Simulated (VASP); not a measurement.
# P (Fd-3m) in VASP: further runs

Runs on P. Level: PBE. Tasks: relaxation of cell and atoms, single point.

Everything below comes from runs of VASP 6.6.1. Logs are shortened: lines on timing, memory, paths and dates and some standing lists are left out, and cuts for length are marked.

**1. The cell of the first run**

It takes space group Fd-3m (No. 227, cubic). The conventional cell has a = 5.478 Å, b = 5.478 Å, c = 5.478 Å, α = 90.00°, β = 90.00°, γ = 90.00°. P (site symmetry -43m) has 4 P at 2.37 Å within 3.1 Å.

**2. Relaxation of cell and atoms, PBE**

INCAR

```
SYSTEM = P
PREC = Accurate
ENCUT = 600
EDIFF = 1E-7
ISMEAR = -1
SIGMA = 0.1
LREAL = .FALSE.
LASPH = .TRUE.
NELM = 60
ALGO = Normal
ISIF = 3
LWAVE = .FALSE.
LCHARG = .FALSE.
GGA = PE
IBRION = 2
NSW = 80
EDIFFG = -0.01
```

KPOINTS

```
regular mesh
0
G
  10 10 10
  0 0 0
```

POSCAR

```
P
1.0
    0.0000000000      2.7391031705      2.7391031705
    2.7391031705      0.0000000000      2.7391031705
    2.7391031705      2.7391031705      0.0000000000
P
2
Direct
    0.1250000000      0.1250000000      0.1250000000
    0.8750000000      0.8750000000      0.8750000000
```

Potentials or basis: VASP PAW PBE potentials, release 64 (P).

The run is started by

```
> cat potpaw_PBE.64/P/POTCAR > POTCAR
> mpirun -np 1 vasp_std > vasp.out
```

OUTCAR:

```text
SYSTEM = P
   PREC = Accurate
   ENCUT = 600
   EDIFF = 1E-7
   ISMEAR = -1
   LREAL = .FALSE.
   LASPH = .TRUE.
   NELM = 60
   ISIF = 3
   GGA = PE
   IBRION = 2
   NSW = 80
   EDIFFG = -0.01

 ion  position               nearest neighbor table
   1  0.125  0.125  0.125-   2 2.37   2 2.37   2 2.37   2 2.37
   2  0.875  0.875  0.875-   1 2.37   1 2.37   1 2.37   1 2.37

  LATTYP: Found a face centered cubic cell.
 ALAT       =     5.4782063410

  Lattice vectors:

 A1 = (   0.0000000000,   2.7391031705,   2.7391031705)
 A2 = (   2.7391031705,   0.0000000000,   2.7391031705)
 A3 = (   2.7391031705,   2.7391031705,   0.0000000000)

Analysis of symmetry for initial positions (statically):
=====================================================================
 Subroutine PRICEL returns:
 Original cell was already a primitive cell.

 Routine SETGRP: Setting up the symmetry group for a
 face centered cubic supercell.

 Subroutine GETGRP returns: Found 48 space group operations
 (whereof 12 operations were pure point group operations)
 out of a pool of 48 trial point group operations.

The static configuration has the point symmetry D_3d.
 The point group associated with its full space group is O_h .

Analysis of symmetry for dynamics (positions and initial velocities):
=====================================================================
 Subroutine PRICEL returns:
 Original cell was already a primitive cell.

 Routine SETGRP: Setting up the symmetry group for a
 face centered cubic supercell.

 Subroutine GETGRP returns: Found 48 space group operations
 (whereof 12 operations were pure point group operations)
 out of a pool of 48 trial point group operations.

The dynamic configuration has the point symmetry D_3d.
 The point group associated with its full space group is O_h .

 Subroutine INISYM returns: Found 48 space group operations
 (whereof 12 operations are pure point group operations),
 and found     1 'primitive' translations

----------------------------------------------------------------------------------------

                                     Primitive cell

  volume of cell :      41.1013

  direct lattice vectors                    reciprocal lattice vectors
     0.000000000  2.739103170  2.739103170    -0.182541499  0.182541499  0.182541499
     2.739103170  0.000000000  2.739103170     0.182541499 -0.182541499  0.182541499
     2.739103170  2.739103170  0.000000000     0.182541499  0.182541499 -0.182541499

  length of vectors
     3.873676852  3.873676852  3.873676852     0.316171152  0.316171152  0.316171152

  position of ions in fractional coordinates (direct lattice)
     0.125000000  0.125000000  0.125000000
     0.875000000  0.875000000  0.875000000

  ion indices of the primitive-cell ions
   primitive index   ion index
                 1           1
                 2           2

----------------------------------------------------------------------------------------

 KPOINTS: regular mesh

Automatic generation of k-mesh.
 Grid dimensions read from file:
 generate k-points for:   10   10   10

 Generating k-lattice:

  Cartesian coordinates                     Fractional coordinates (reciprocal lattice)
    -0.018254150  0.018254150  0.018254150     0.100000000  0.000000000  0.000000000
     0.018254150 -0.018254150  0.018254150     0.000000000  0.100000000  0.000000000
     0.018254150  0.018254150 -0.018254150     0.000000000  0.000000000  0.100000000

  Length of vectors
     0.031617115  0.031617115  0.031617115

  Shift w.r.t. Gamma in fractional coordinates (k-lattice)
     0.000000000  0.000000000  0.000000000

 Subroutine IBZKPT returns following result:
 ===========================================
[... 51 lines left out ...]
   NSW    =     80    number of steps for IOM
   IBRION =      2    ionic relax: 0-MD 1-quasi-New 2-CG
   NFREE  =      1    steps in history (QN), initial steepest desc. (CG)
   ISIF   =      3    stress and relaxation
   ISYM   =      2    0-nonsym 1-usesym 2-fastsym
   POTIM  = 0.5000    time-step for ionic-motion
   TEBEG  =    0.0;   TEEND  =   0.0 temperature during run
   PSTRESS=    0.0 pullay stress
   NELECT =      10.0000    total number of electrons
   NUPDOWN=      -1.0000    fix difference up-down
   EMIN   =  10.00;   EMAX   =-10.00  energy-range for DOS
   EFERMI =   0.00;   METHOD = LEGACY
   ISMEAR =    -1;   SIGMA  =   0.10  broadening in eV -4-tet -1-fermi 0-gaus
   EFERMI_NEDOS =   21; number of points for ismear=-14 and -15
   IALGO  =     38    algorithm
   IMIX   =      4    mixing-type and parameters
     AMIX     =   0.40;   BMIX     =  1.00
     AMIX_MAG =   1.60;   BMIX_MAG =  1.00
  volume/ion in A,a.u.               =      20.55       138.68
  Fermi-wavevector in a.u.,A,eV,Ry     =   1.022013  1.931325 14.211431  1.044511
  Thomas-Fermi vector in A             =   2.155669
   LORBIT       =      0    0 simple, 1 ext, 2 COOP (PROOUT), +10 PAW based schemes
   GGA     = PE    functional components
   LHFCALC =     F    Hartree Fock is set to
   AEXX    =    0.0000 exact exchange contribution
   IVDW    =     0    specifies the selected vdW correction
   LEPSILON=     F    determine dielectric tensor
   LRPA    =     F    only Hartree local field effects (RPA)
 conjugate gradient relaxation of ions
 non-spin polarized calculation
  energy-cutoff  :      600.00
  volume of cell :       41.10
 maximum number of plane-waves:      1390
   NGX = 15   NGY = 15   NGZ = 15

--------------------------------------- Ionic step        1  -------------------------------------------

 number of electron      10.0000000 magnetization

 number of electron       9.9999999 magnetization

 Free energy of the ion-electron system (eV)
  ---------------------------------------------------
  ext. energy  EPLUGINS =         0.00000000
  ---------------------------------------------------
  free energy    TOTEN  =        -9.66439927 eV

  energy without entropy =       -9.61931718  energy(sigma->0) =       -9.64185823

------------------------ aborting loop because EDIFF is reached ----------------------------------------

  FORCE on cell =-STRESS in cart. coord.  units (eV):
  Direction    XX          YY          ZZ          XY          YZ          ZX
  --------------------------------------------------------------------------------------
  -------------------------------------------------------------------------------------
  Total       -0.0210055     -0.0210055     -0.0210055      0.0000000      0.0000000      0.0000000
  in kB       -0.8188194     -0.8188194     -0.8188194      0.0000000      0.0000000      0.0000000
  external PRESSURE =      -0.8188194 kB  Pullay stress =       0.0000000 kB

 VOLUME and BASIS-vectors are now :
 -----------------------------------------------------------------------------
  energy-cutoff  :      600.00
  volume of cell :       41.10
      direct lattice vectors                 reciprocal lattice vectors
     0.000000000  2.739103170  2.739103170    -0.182541499  0.182541499  0.182541499
     2.739103170  0.000000000  2.739103170     0.182541499 -0.182541499  0.182541499
     2.739103170  2.739103170  0.000000000     0.182541499  0.182541499 -0.182541499

 POSITION                                       TOTAL-FORCE (eV/Angst)
 -----------------------------------------------------------------------------------
      0.68478      0.68478      0.68478        -0.000000      0.000000     -0.000000
      4.79343      4.79343      4.79343         0.000000      0.000000      0.000000
 -----------------------------------------------------------------------------------
    total drift:                                0.000000      0.000000     -0.000000

  FREE ENERGIE OF THE ION-ELECTRON SYSTEM (eV)
  ---------------------------------------------------
  free  energy   TOTEN  =        -9.6643992734 eV

  energy  without entropy=       -9.6193171789  energy(sigma->0) =       -9.64185823

--------------------------------------- Ionic step        2  -------------------------------------------

 number of electron       9.9999999 magnetization

 Free energy of the ion-electron system (eV)
  ---------------------------------------------------
  ext. energy  EPLUGINS =         0.00000000
  ---------------------------------------------------
  free energy    TOTEN  =        -9.66441960 eV

  energy without entropy =       -9.61944386  energy(sigma->0) =       -9.64193173

 E-fermi :   5.9038     XC(G=0):  -9.5437

 val. band max:        5.8967804536   @ k =  -0.2000   0.3000   0.1000
 cond. band min:       5.9054507243   @ k =   0.3000   0.2000   0.1000
 fundamental gap:      0.0086702706
 Fermi energy:         5.9037933009

 k-point     1 :       0.0000    0.0000    0.0000
  band No.  band energies     occupation
      1      -9.0597      2.00000
      2       2.5372      2.00000
      3       2.9093      2.00000
      4       2.9093      2.00000
      5       2.9093      2.00000
      6       6.0424      0.40005
      7       6.0424      0.40005
      8       6.0424      0.40005
      9      11.9675      0.00000
[... 265 lines left out ...]
 k-point    24 :       0.4000    0.3000    0.0000
  band No.  band energies     occupation
      1      -7.1933      2.00000
      2      -3.3816      2.00000
      3       0.6790      2.00000
      4       0.9549      2.00000
      5       4.9434      1.99987
      6       5.9409      0.81661
      7       9.6535      0.00000
      8       9.9543      0.00000
      9      12.4418      0.00000

 [... further k-points ...]
[... 5 lines left out ...]
  --------------------------------------------------------------------------------------
  -------------------------------------------------------------------------------------
  Total       -0.0047899     -0.0047899     -0.0047899      0.0000000      0.0000000     -0.0000000
  in kB       -0.1869997     -0.1869997     -0.1869997      0.0000000      0.0000000     -0.0000000
  external PRESSURE =      -0.1869997 kB  Pullay stress =       0.0000000 kB

 VOLUME and BASIS-vectors are now :
 -----------------------------------------------------------------------------
  energy-cutoff  :      600.00
  volume of cell :       41.04
      direct lattice vectors                 reciprocal lattice vectors
    -0.000000000  2.737715321  2.737715321    -0.182634037  0.182634037  0.182634037
     2.737715321  0.000000000  2.737715321     0.182634037 -0.182634037  0.182634037
     2.737715321  2.737715321  0.000000000     0.182634037  0.182634037 -0.182634037

 POSITION                                       TOTAL-FORCE (eV/Angst)
 -----------------------------------------------------------------------------------
      0.68443      0.68443      0.68443         0.000000      0.000000      0.000000
      4.79100      4.79100      4.79100        -0.000000     -0.000000     -0.000000
 -----------------------------------------------------------------------------------
    total drift:                                0.000000      0.000000     -0.000000

  FREE ENERGIE OF THE ION-ELECTRON SYSTEM (eV)
  ---------------------------------------------------
  free  energy   TOTEN  =        -9.6644196034 eV

  energy  without entropy=       -9.6194438577  energy(sigma->0) =       -9.64193173

 reached required accuracy - stopping structural energy minimisation
```

Wall time 22 s (1 thread of Intel Xeon Platinum 8259CL at 2.50GHz (Skylake/Cascade Lake), shared host); peak memory 0.17 GiB.

What came out:

- Free energy: -9.6644 eV
- Relaxed volume: 20.52 Å³/atom
- Relaxed cell: a = 3.872 Å, b = 3.872 Å, c = 3.872 Å, α = 60.00°, β = 60.00°, γ = 60.00°
- Space group after relaxing (to 0.05 Å): Fd-3m (No. 227)
- Energy gained by relaxing: 0.0 meV/atom
- Ionic steps: 2
- Pressure after relaxing: 0.0 GPa
- Band gap on the k mesh: zero (band 5 reaches 6.93 eV, above the bottom of band 6 at 4.81 eV)

Final structure:
```
CELL_PARAMETERS angstrom
0.00000 2.73772 2.73772
2.73772 0.00000 2.73772
2.73772 2.73772 0.00000
ATOMIC_POSITIONS crystal
P 0.12500 0.12500 0.12500
P 0.87500 0.87500 0.87500
```

**3. Single point, PBE**

INCAR

```
PREC = Accurate ; ENCUT = 520
EDIFF = 1E-6 ; ISMEAR = -1
SIGMA = 0.1 ; LREAL = False
LASPH = True ; NELM = 80
ALGO = Normal ; ISIF = 2
LWAVE = False ; LCHARG = False
GGA = PE ; NBANDS = 12
```

KPOINTS

```
regular mesh
0
Gamma
  16 16 16
```

POSCAR is that of step 2.

Potentials or basis: VASP PAW PBE potentials, release 64 (P).

The run is started by

```
> cat potpaw_PBE.64/P/POTCAR > POTCAR
> mpirun -np 1 vasp_std > vasp.out
```

Run time: 60 s. Hardware: 1 thread of Intel Xeon Platinum 8259CL at 2.50GHz (Skylake/Cascade Lake), shared host; peak memory 0.19 GiB.

It converged, with:

```yaml
Free_energy: -9.6599 eV
Pressure: 0.1 GPa
Band_gap_on_the_k_mesh: zero (band 5 reaches 7.49 eV, above the bottom of band 6 at 4.80 eV)
```

Levels at points of the mesh, in eV from the Fermi level:
```tsv
k point	band 3	band 4	band 5	band 6	band 7	band 8
(0.00, 0.00, 0.00)	-3.06	-3.06	-3.06	0.07	0.07	0.07
(0.50, 0.00, 0.00)	-4.10	-4.10	-2.38	1.32	1.32	5.69
(0.50, 0.50, 0.00)	-5.37	-5.37	-1.16	-1.16	5.75	5.75
```

**4. Single point, PBE, non-collinear spin, zero start, spin-orbit coupling**

INCAR

```
PREC = Accurate
ENCUT = 520
EDIFF = 1E-6
ISMEAR = -1
SIGMA = 0.1
LREAL = False
LASPH = True
NELM = 150
ALGO = Normal
ISIF = 2
LWAVE = False
LCHARG = True
LNONCOLLINEAR = True
MAGMOM = 0 0 0 0 0 0
LORBIT = 11
LSORBIT = True
GGA_COMPAT = False
LORBMOM = True
GGA = PE
LVHAR = True
NBANDS = 22
```

KPOINTS

```
regular mesh
0
Gamma
  10 10 10
```

POSCAR is that of step 3.

The run is started by

```
> cat potpaw_PBE.64/P/POTCAR > POTCAR
> mpirun -np 1 vasp_ncl > vasp.out
```

Wall time 1.7 min (1 thread of Intel Xeon Platinum 8259CL at 2.50GHz (Skylake/Cascade Lake), shared host); peak memory 0.29 GiB.

The run converged. Its results:

| Quantity | Value |
| --- | --- |
| Free energy | -9.6652 eV |
| Pressure | -0.1 GPa |
| Net moment | 0.00 μB per cell |
| Valence electrons inside the program's atomic spheres | P 2.39 |

Moments on the atoms (μB; x, y, z):
```
P   0.00 0.00 0.00
P   0.00 0.00 0.00
```

**5. Overview**

```csv
task,spin,cell,k mesh,cutoff (eV),gap on the mesh (eV),pressure (GPa)
relaxation of cell and atoms,off,relaxed,10 × 10 × 10,600,none,0.0
single point,off,as given,16 × 16 × 16,520,none,0.1
single point,"non-collinear, zero start, SOC",as given,10 × 10 × 10,520,-,-0.1
```

Alike in all rows: level PBE; potentials or basis VASP PAW PBE potentials, release 64 (P); smearing fermi-dirac 0.1 eV.

Absolute energies hang on the potentials; compare differences alone.
